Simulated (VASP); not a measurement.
# Mg (R-3m) in VASP: notebook

Runs on Mg. Level: PBE. Tasks: single point, relaxation of cell and atoms.

All numbers are computed with VASP 6.6.1; they aren't measurements. Logs are shortened: lines on timing, memory, paths and dates and some standing lists are left out, and cuts for length are marked.

## (1) The cell of the first run

Symmetry: R-3m, No. 166, trigonal system. Conventional cell: a = 3.119 Å, b = 3.119 Å, c = 17.285 Å, α = 90.00°, β = 90.00°, γ = 120.00°. Mg (site symmetry 3m) has 10 Mg at 3.05 to 3.25 Å within 4.0 Å.

## (2) Single point, PBE

Input file INCAR:

```
SYSTEM = Mg
ALGO = Normal ; EDIFF = 1E-7
ENCUT = 520 ; GGA = PE
ISIF = 2 ; ISMEAR = 0
LASPH = .TRUE. ; LCHARG = .FALSE.
LREAL = .FALSE. ; LWAVE = .FALSE.
NBANDS = 9 ; NELM = 80
PREC = Accurate ; SIGMA = 0.1
```

Input file KPOINTS:

```
k-points
0
G
  6 6 6
  0 0 0
```

Input file POSCAR:

```
Mg
1.0
    1.5592721321      0.9002461852      5.7615877635
   -1.5592721321      0.9002461852      5.7615877635
    0.0000000000     -1.8004923705      5.7615877635
Mg
2
Direct
    0.0882571734      0.0882571734      0.0882571734
    0.9117428266      0.9117428266      0.9117428266
```

Potentials or basis: VASP PAW PBE potentials, release 64 (Mg).

On the command line:

```
> cat potpaw_PBE.64/Mg/POTCAR > POTCAR
> mpirun -np 1 vasp_std > vasp.out
```

OUTCAR:

```text
SYSTEM = Mg
   EDIFF = 1E-7
   ENCUT = 520
   GGA = PE
   ISIF = 2
   ISMEAR = 0
   LASPH = .TRUE.
   LREAL = .FALSE.
   NELM = 80
   PREC = Accurate

 ion  position               nearest neighbor table
   1  0.088  0.088  0.088-   2 3.05   2 3.25   2 3.25   2 3.25
   2  0.912  0.912  0.912-   1 3.05   1 3.25   1 3.25   1 3.25

  LATTYP: Found a trigonal (rhomboedric) cell.
 ALAT       =     6.0363620114
 COS(alpha) =     0.8665485567

  Lattice vectors:

 A1 = (   1.5592721321,   0.9002461852,   5.7615877635)
 A2 = (  -1.5592721321,   0.9002461852,   5.7615877635)
 A3 = (   0.0000000000,  -1.8004923705,   5.7615877635)

Analysis of symmetry for initial positions (statically):
=====================================================================
 Subroutine PRICEL returns:
 Original cell was already a primitive cell.

 Routine SETGRP: Setting up the symmetry group for a
 trigonal (rhombohedral) supercell.

 Subroutine GETGRP returns: Found 12 space group operations
 (whereof 12 operations were pure point group operations)
 out of a pool of 12 trial point group operations.

The static configuration has the point symmetry D_3d.

Analysis of symmetry for dynamics (positions and initial velocities):
=====================================================================
 Subroutine PRICEL returns:
 Original cell was already a primitive cell.

 Routine SETGRP: Setting up the symmetry group for a
 trigonal (rhombohedral) supercell.

 Subroutine GETGRP returns: Found 12 space group operations
 (whereof 12 operations were pure point group operations)
 out of a pool of 12 trial point group operations.

The dynamic configuration has the point symmetry D_3d.

 Subroutine INISYM returns: Found 12 space group operations
 (whereof 12 operations are pure point group operations),
 and found     1 'primitive' translations

----------------------------------------------------------------------------------------

                                     Primitive cell

  volume of cell :      48.5262

  direct lattice vectors                    reciprocal lattice vectors
     1.559272132  0.900246185  5.761587763     0.320662436  0.185134544  0.057854423
    -1.559272132  0.900246185  5.761587763    -0.320662436  0.185134544  0.057854423
     0.000000000 -1.800492370  5.761587763     0.000000000 -0.370269087  0.057854423

  length of vectors
     6.036362011  6.036362011  6.036362011     0.374761699  0.374761699  0.374761699

  position of ions in fractional coordinates (direct lattice)
     0.088257173  0.088257173  0.088257173
     0.911742827  0.911742827  0.911742827

  ion indices of the primitive-cell ions
   primitive index   ion index
                 1           1
                 2           2

----------------------------------------------------------------------------------------

 KPOINTS: k-points

Automatic generation of k-mesh.
 Grid dimensions read from file:
 generate k-points for:    6    6    6

 Generating k-lattice:

  Cartesian coordinates                     Fractional coordinates (reciprocal lattice)
     0.053443739  0.030855757  0.009642404     0.166666667 -0.000000000  0.000000000
    -0.053443739  0.030855757  0.009642404    -0.000000000  0.166666667  0.000000000
     0.000000000 -0.061711515  0.009642404     0.000000000  0.000000000  0.166666667

  Length of vectors
     0.062460283  0.062460283  0.062460283

  Shift w.r.t. Gamma in fractional coordinates (k-lattice)
     0.000000000  0.000000000  0.000000000

 Subroutine IBZKPT returns following result:
 ===========================================

 Found     32 irreducible k-points:

 Following reciprocal coordinates:
            Coordinates               Weight
  0.000000  0.000000  0.000000      1.000000
  0.166667  0.000000  0.000000      6.000000
  0.333333 -0.000000 -0.000000      6.000000
  0.500000  0.000000  0.000000      3.000000
  0.166667  0.166667  0.000000      6.000000
  0.333333  0.166667  0.000000     12.000000
[... 16 lines left out ...]
  0.500000  0.500000  0.166667      6.000000
 -0.333333  0.500000  0.166667     12.000000
 [... further k-points ...]
   k-points           NKPTS =     32   k-points in BZ     NKDIM =     32   number of bands    NBANDS=      9
   number of dos      NEDOS =    301   number of ions     NIONS =      2
   total plane-waves  NPLWV = 110592
   dimension x,y,z NGX =    48 NGY =   48 NGZ =   48
   dimension x,y,z NGXF=    96 NGYF=   96 NGZF=   96
   ions per type =               2
   NGX,Y,Z   is equivalent  to a cutoff of  13.22, 13.22, 13.22 a.u.
   NGXF,Y,Z  is equivalent  to a cutoff of  26.44, 26.44, 26.44 a.u.
 SYSTEM =  Mg
   PREC   = accura    normal or accurate (medium, high low for compatibility)
   ISTART =      0    job   : 0-new  1-cont  2-samecut
   ICHARG =      2    charge: 1-file 2-atom 10-const
   ISPIN  =      1    spin polarized calculation?
   LNONCOLLINEAR =      F non collinear calculations
   LSORBIT =      F    spin-orbit coupling
   LASPH  =      T    aspherical Exc in radial PAW
   ENCUT  =  520.0 eV  38.22 Ry    6.18 a.u.  11.22 11.22 11.22*2*pi/ulx,y,z
   NELM   =     80;   NELMIN=  2; NELMDL= -5     # of ELM steps
   EDIFF  = 0.1E-06   stopping-criterion for ELM
   LREAL  =      F    real-space projection
   EDIFFG = 0.1E-05   stopping-criterion for IOM
   NSW    =      0    number of steps for IOM
   IBRION =     -1    ionic relax: 0-MD 1-quasi-New 2-CG
   NFREE  =      0    steps in history (QN), initial steepest desc. (CG)
   ISIF   =      2    stress and relaxation
   ISYM   =      2    0-nonsym 1-usesym 2-fastsym
   POTIM  = 0.5000    time-step for ionic-motion
   TEBEG  =    0.0;   TEEND  =   0.0 temperature during run
   PSTRESS=    0.0 pullay stress
   NELECT =       4.0000    total number of electrons
   NUPDOWN=      -1.0000    fix difference up-down
   EMIN   =  10.00;   EMAX   =-10.00  energy-range for DOS
   EFERMI =   0.00;   METHOD = LEGACY
   ISMEAR =     0;   SIGMA  =   0.10  broadening in eV -4-tet -1-fermi 0-gaus
   EFERMI_NEDOS =   21; number of points for ismear=-14 and -15
   IALGO  =     38    algorithm
   IMIX   =      4    mixing-type and parameters
     AMIX     =   0.40;   BMIX     =  1.00
     AMIX_MAG =   1.60;   BMIX_MAG =  1.00
  volume/ion in A,a.u.               =      24.26       163.74
  Fermi-wavevector in a.u.,A,eV,Ry     =   0.712474  1.346381  6.906587  0.507620
  Thomas-Fermi vector in A             =   1.799859
   LORBIT       =      0    0 simple, 1 ext, 2 COOP (PROOUT), +10 PAW based schemes
   GGA     = PE    functional components
   LHFCALC =     F    Hartree Fock is set to
   AEXX    =    0.0000 exact exchange contribution
   IVDW    =     0    specifies the selected vdW correction
   LEPSILON=     F    determine dielectric tensor
   LRPA    =     F    only Hartree local field effects (RPA)
 non-spin polarized calculation
 Gauss-broadening in eV      SIGMA  =   0.10
  energy-cutoff  :      520.00
  volume of cell :       48.53
 maximum number of plane-waves:      1320
 NGX is ok and might be reduce to    48
   NGX = 23   NGY = 23   NGZ = 23

 number of electron       4.0000000 magnetization

 Free energy of the ion-electron system (eV)
  ---------------------------------------------------
  ext. energy  EPLUGINS =         0.00000000
  ---------------------------------------------------
  free energy    TOTEN  =        -2.75801961 eV

  energy without entropy =       -2.75438758  energy(sigma->0) =       -2.75620360

 E-fermi :   2.5240     XC(G=0):  -8.3071

 val. band max:        2.4957401661   @ k =   0.5000   0.5000   0.0000
 cond. band min:       2.5770336400   @ k =  -0.3333   0.3333   0.0000
 fundamental gap:      0.0812934739
 Fermi energy:         2.5239622251

 k-point     1 :       0.0000    0.0000    0.0000
  band No.  band energies     occupation
      1      -4.3855      2.00000
      2      -0.0215      2.00000
      3       0.2226      2.00000
      4      11.8171      0.00000
      5      12.8935      0.00000
      6      14.6059      0.00000
      7      14.6059      0.00000
      8      14.8842      0.00000
      9      14.8842      0.00000

 k-point     2 :       0.1667    0.0000    0.0000
  band No.  band energies     occupation
      1      -3.7991      2.00000
      2       0.1705      2.00000
      3       1.1514      2.00000
      4       9.4337      0.00000
      5      11.3058      0.00000
      6      11.8955      0.00000
      7      12.5774      0.00000
      8      13.2886      0.00000
      9      13.6160      0.00000

 k-point     3 :       0.3333   -0.0000   -0.0000
  band No.  band energies     occupation
      1      -2.0611      2.00000
      2       1.3668      2.00000
      3       3.2203      0.00000
      4       4.7480      0.00000
      5       7.1338      0.00000
      6      10.2527      0.00000
      7      11.2796      0.00000
      8      11.8344      0.00000
      9      12.0093      0.00000

 k-point     4 :       0.5000    0.0000    0.0000
  band No.  band energies     occupation
      1       0.6413      2.00000
      2       0.8935      2.00000
      3       3.2669      0.00000
      4       4.2184      0.00000
      5       6.1418      0.00000
      6       6.7990      0.00000
      7      10.8645      0.00000
      8      11.4505      0.00000
      9      11.5446      0.00000
[... 205 lines left out ...]
 k-point    22 :      -0.1667    0.3333    0.1667
  band No.  band energies     occupation
      1      -0.3954      2.00000
      2       2.8401      0.00001
      3       3.6688      0.00000
      4       4.1503      0.00000
      5       5.0837      0.00000
      6       6.4587      0.00000
      7       8.8460      0.00000
      8      11.7266      0.00000
      9      12.6983      0.00000

 k-point    23 :       0.5000    0.5000    0.1667
  band No.  band energies     occupation
      1      -1.4914      2.00000
      2      -0.3763      2.00000
      3       4.6140      0.00000
      4       6.4012      0.00000
      5       6.6957      0.00000
      6       8.7825      0.00000
      7      10.6542      0.00000
      8      11.0037      0.00000
      9      12.2567      0.00000

 k-point    24 :      -0.3333    0.5000    0.1667
  band No.  band energies     occupation
      1       0.3107      2.00000
      2       1.0238      2.00000
      3       3.0431      0.00000
      4       5.3795      0.00000
      5       6.0802      0.00000
      6       8.3646      0.00000
      7       9.1098      0.00000
      8      10.0380      0.00000
      9      10.2723      0.00000

 [... further k-points ...]
[... 5 lines left out ...]
  --------------------------------------------------------------------------------------
  -------------------------------------------------------------------------------------
  Total       -0.0363696     -0.0363696      0.0122401      0.0000000     -0.0000000     -0.0000000
  in kB       -1.2008048     -1.2008048      0.4041289      0.0000000     -0.0000000     -0.0000000
  external PRESSURE =      -0.6658269 kB  Pullay stress =       0.0000000 kB

 VOLUME and BASIS-vectors are now :
 -----------------------------------------------------------------------------
  energy-cutoff  :      520.00
  volume of cell :       48.53
      direct lattice vectors                 reciprocal lattice vectors
     1.559272132  0.900246185  5.761587763     0.320662436  0.185134544  0.057854423
    -1.559272132  0.900246185  5.761587763    -0.320662436  0.185134544  0.057854423
     0.000000000 -1.800492370  5.761587763     0.000000000 -0.370269087  0.057854423

 POSITION                                       TOTAL-FORCE (eV/Angst)
 -----------------------------------------------------------------------------------
      0.00000     -0.00000      1.52550         0.000000     -0.000000      0.000238
      0.00000     -0.00000     15.75926         0.000000      0.000000     -0.000238
 -----------------------------------------------------------------------------------
    total drift:                               -0.000000      0.000000      0.000000

  FREE ENERGIE OF THE ION-ELECTRON SYSTEM (eV)
  ---------------------------------------------------
  free  energy   TOTEN  =        -2.7580196099 eV

  energy  without entropy=       -2.7543875818  energy(sigma->0) =       -2.75620360
```

It used 140 s of CPU time on 1 thread of AMD EPYC 7R13 Processor (Zen 3) (shared host).

What came out:

| Property | Result |
| --- | --- |
| Free energy | -2.7580 eV |
| Pressure | -0.1 GPa |
| Band gap on the k mesh | zero (band 2 reaches 2.96 eV, above the bottom of band 3 at 0.22 eV) |

Caveat: the k points lie up to 0.39 Å⁻¹ apart.

(Continued in part 2 of 2.)
